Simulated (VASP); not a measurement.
# Ir (P6_3/mmc) in VASP: further runs, part 2 of 2

VASP 6.6.1.

## 4. Single point, PBE

This run uses another cell than the first one, of 16.68 Å³/atom.

File INCAR:

```
SYSTEM = Ir
ALGO = Normal
EDIFF = 1E-7
ENCUT = 520
GGA = PE
ISIF = 2
ISMEAR = 0
LASPH = .TRUE.
LCHARG = .TRUE.
LELF = .TRUE.
LREAL = .FALSE.
LVHAR = .TRUE.
LWAVE = .FALSE.
NBANDS = 16
NELM = 80
PREC = Accurate
SIGMA = 0.15
```

File KPOINTS:

```
k-points
0
G
  18 18 10
  0 0 0
```

File POSCAR:

```
Ir
1.0
    2.8302000000      0.0000000000      0.0000000000
   -1.4151000000      2.4510250978      0.0000000000
    0.0000000000      0.0000000000      4.8092000000
Ir
2
Direct
    0.6666666667      0.3333333333      0.7500000000
    0.3333333333      0.6666666667      0.2500000000
```

Potentials or basis: VASP PAW PBE potentials, release 64 (Ir).

On the command line:

```sh
cat potpaw_PBE.64/Ir/POTCAR > POTCAR
mpirun -np 1 vasp_std > vasp.out
```

OUTCAR:

```text
SYSTEM = Ir
   EDIFF = 1E-7
   ENCUT = 520
   GGA = PE
   ISIF = 2
   ISMEAR = 0
   LASPH = .TRUE.
   LREAL = .FALSE.
   NELM = 80
   PREC = Accurate

 ion  position               nearest neighbor table
   1  0.667  0.333  0.750-   2 2.91   2 2.91   2 2.91   2 2.91   2 2.91   2 2.91
   2  0.333  0.667  0.250-   1 2.91   1 2.91   1 2.91   1 2.91   1 2.91   1 2.91

  LATTYP: Found a hexagonal cell.
 ALAT       =     2.8302000000
 C/A-ratio  =     1.6992438697

  Lattice vectors:

 A1 = (   2.8302000000,   0.0000000000,   0.0000000000)
 A2 = (  -1.4151000000,   2.4510250978,   0.0000000000)
 A3 = (   0.0000000000,   0.0000000000,   4.8092000000)

Analysis of symmetry for initial positions (statically):
=====================================================================
 Subroutine PRICEL returns:
 Original cell was already a primitive cell.

 Routine SETGRP: Setting up the symmetry group for a
 hexagonal supercell.

 Subroutine GETGRP returns: Found 24 space group operations
 (whereof 12 operations were pure point group operations)
 out of a pool of 24 trial point group operations.

The static configuration has the point symmetry D_3d.
 The point group associated with its full space group is D_6h.

[... 157 lines left out ...]
  ---------------------------------------------------
  free energy    TOTEN  =       -17.04600663 eV

  energy without entropy =      -17.01100209  energy(sigma->0) =      -17.02850436

 E-fermi :   7.8014     XC(G=0): -13.0210

 val. band max:        7.8012897669   @ k =   0.0556   0.0000   0.4000
 cond. band min:       7.8123275354   @ k =   0.2778   0.1111   0.1000
 fundamental gap:      0.0110377685
 Fermi energy:         7.8014473953

 k-point     1 :       0.0000    0.0000    0.0000
  band No.  band energies     occupation
      1      -1.6655      2.00000
      2       1.1456      2.00000
      3       4.4381      2.00000
      4       4.8936      2.00000
      5       4.8936      2.00000
      6       5.3087      2.00000
[... 433 lines left out ...]
      3       2.5971      2.00000
      4       4.7496      2.00000
      5       4.7897      2.00000
      6       5.0046      2.00000
[... 8 lines left out ...]
     15      17.2020      0.00000
     16      19.7391      0.00000

 [... further k-points ...]
[... 5 lines left out ...]
  --------------------------------------------------------------------------------------
  -------------------------------------------------------------------------------------
  Total       -6.0914803     -6.0914803     -7.8517248      0.0000000      0.0000000      0.0000000
  in kB     -292.5470372   -292.5470372   -377.0838484      0.0000000      0.0000000      0.0000000
  external PRESSURE =    -320.7259743 kB  Pullay stress =       0.0000000 kB

 VOLUME and BASIS-vectors are now :
 -----------------------------------------------------------------------------
  energy-cutoff  :      520.00
  volume of cell :       33.36
      direct lattice vectors                 reciprocal lattice vectors
     2.830200000  0.000000000  0.000000000     0.353331920  0.203996279  0.000000000
    -1.415100000  2.451025098  0.000000000     0.000000000  0.407992558  0.000000000
     0.000000000  0.000000000  4.809200000     0.000000000  0.000000000  0.207934792

 POSITION                                       TOTAL-FORCE (eV/Angst)
 -----------------------------------------------------------------------------------
      1.41510      0.81701      3.60690         0.000000     -0.000000      0.000000
     -0.00000      1.63402      1.20230        -0.000000      0.000000      0.000000
 -----------------------------------------------------------------------------------
    total drift:                               -0.000000      0.000000     -0.000000

  FREE ENERGIE OF THE ION-ELECTRON SYSTEM (eV)
  ---------------------------------------------------
  free  energy   TOTEN  =       -17.0460066344 eV

  energy  without entropy=      -17.0110020919  energy(sigma->0) =      -17.02850436
```

OSZICAR:

```text
N       E                     dE             d eps       ncg     rms          rms(c)
DAV:   1     0.136746072354E+03    0.13675E+03   -0.83346E+03  7104   0.110E+03
DAV:   2    -0.142829899212E+02   -0.15103E+03   -0.13510E+03  7104   0.297E+02
DAV:   3    -0.182163403117E+02   -0.39334E+01   -0.38548E+01  9784   0.552E+01
DAV:   4    -0.182579447726E+02   -0.41604E-01   -0.41582E-01  7976   0.505E+00
DAV:   5    -0.182590779985E+02   -0.11332E-02   -0.11332E-02  9800   0.857E-01    0.141E+01
DAV:   6    -0.171772141837E+02    0.10819E+01   -0.17183E+00  8504   0.163E+01    0.533E+00
DAV:   7    -0.170553789815E+02    0.12184E+00   -0.31829E-01  9616   0.650E+00    0.228E+00
DAV:   8    -0.170483733410E+02    0.70056E-02   -0.49485E-03  7944   0.627E-01    0.111E+00
DAV:   9    -0.170459898319E+02    0.23835E-02   -0.27200E-03  9112   0.636E-01    0.322E-02
DAV:  10    -0.170460015567E+02   -0.11725E-04   -0.23039E-05 11008   0.396E-02    0.108E-02
DAV:  11    -0.170460063483E+02   -0.47915E-05   -0.14252E-06  9024   0.120E-02    0.299E-03
DAV:  12    -0.170460066924E+02   -0.34410E-06   -0.44675E-08  7240   0.164E-03    0.381E-04
DAV:  13    -0.170460066344E+02    0.57952E-07   -0.65363E-09  5024   0.728E-04
   1 F= -.17046007E+02 E0= -.17028504E+02  d E =-.350045E-01
```

stdout:

```text
POSCAR found type information on POSCAR Ir
 POSCAR found :  1 types and       2 ions
 scaLAPACK will be used
 LDA part: xc-table for (Slater+PW92), standard interpolation
 POSCAR, INCAR and KPOINTS ok, starting setup
 FFT: planning ... GRIDC
 FFT: planning ... GRID_SOFT
 FFT: planning ... GRID
 WAVECAR not read
 entering main loop
```

Wall time 59 s (1 thread of Intel Xeon Platinum 8488C (Sapphire Rapids), shared host); peak memory 0.23 GiB.

What came out:

| Property | Result |
| --- | --- |
| Free energy | -17.0460 eV |
| Pressure | -32.1 GPa |
| Band gap on the k mesh | zero (bands 9 and 10 overlap by 2.73 eV) |

Stress tensor (GPa, compression positive):
```
-29.25   0.00   0.00
  0.00 -29.25   0.00
  0.00   0.00 -37.71
```

Levels at points of the mesh, in eV from the Fermi level:
```tsv
k point	band 5	band 6	band 7	band 8	band 9	band 10	band 11	band 12	band 13	band 14
(0.00, 0.00, 0.00)	-2.91	-2.49	-2.49	-1.48	-1.48	-0.65	0.27	0.27	5.14	14.71
(0.50, 0.00, 0.00)	-2.83	-2.47	-2.47	0.59	0.80	1.04	2.56	3.88	7.23	8.81
(0.00, 0.00, 0.50)	-2.93	-2.93	-2.93	-2.93	-0.32	-0.32	-0.32	-0.32	12.15	12.15
(0.50, 0.00, 0.50)	-1.42	-1.42	-0.56	-0.56	0.94	0.94	1.84	1.84	6.48	6.48
```

Caveat: the stress differs along the axes, from -38 to -29 GPa; spin-orbit coupling is left out, which moves the levels of the heavy elements.

## 5. The runs side by side

| cell | gap on the mesh (eV) | pressure (GPa) |
| --- | --- | --- |
| a = 2.876, b = 2.876, c = 4.676 Å, angles 90.0, 90.0, 120.0°, 2 atoms | none | -33.2 |
| a = 2.940, b = 2.940, c = 4.453 Å, angles 90.0, 90.0, 120.0°, 2 atoms | none | -30.8 |
| a = 2.830, b = 2.830, c = 4.809 Å, angles 90.0, 90.0, 120.0°, 2 atoms | none | -32.1 |

Alike in all rows: task single point; level PBE; potentials or basis VASP PAW PBE potentials, release 64 (Ir); no spin polarisation; k mesh 18 × 18 × 10; cutoff (eV) 520; smearing gaussian 0.15 eV.

Caveats: spin-orbit coupling is left out, which moves the levels of the heavy elements; the cell stands under tension (at least some runs); the stress differs along the axes, from -34 to -24 GPa (at least some runs); the stress differs along the axes, from -38 to -29 GPa (at least some runs).

Total energies depend on the potentials used, so only differences within one code and one set of settings carry meaning.
